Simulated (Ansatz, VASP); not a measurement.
# One calculation of Ag, two programs

```
CELL_PARAMETERS angstrom
2.84871 0.00000 0.00000
-1.42436 2.46706 0.00000
0.00000 0.00000 9.56351
ATOMIC_POSITIONS crystal
Ag 0.33333 0.66667 0.25000
Ag 0.66667 0.33333 0.75000
Ag 0.00000 0.00000 0.00000
Ag 0.00000 0.00000 0.50000
```

Change from the starting cell: strain -0.030 along x and y, +0.000 along z, atoms carried along.

Alike in both runs: task single point; functional PBE; k mesh 18 × 18 × 6; occupations gaussian, width 0.15 eV; no spin polarisation.

|  | VASP | Ansatz |
| --- | --- | --- |
| version | VASP 6.6.1 | Ansatz 0.2.0 |
| potentials or method | VASP PAW PBE potentials, release 64 (Ag), cutoff 520 eV | scalar-relativistic, plane waves, PAW |
| valence electrons in the cell | 44 | 76 |

Ansatz gave:

```
gap on the k mesh at the Fermi level (eV)                     : none
pressure (GPa)                                                : 6.7
traceless stress, the component that is largest in VASP (GPa) : -2.19
```

Problem. Estimate VASP's values.

Solution. gap on the k mesh at the Fermi level (eV): none; pressure (GPa): 6.6; traceless stress, the component that is largest in VASP (GPa): -2.17.

A gap of «none» marks a metal or a gap that the smearing closes. The functional is the same, so the differences come from potentials, cutoffs and numerics. VASP's potentials hold 44 valence electrons a cell and Ansatz's 76, so a difference there can come from the potentials and not from the codes.
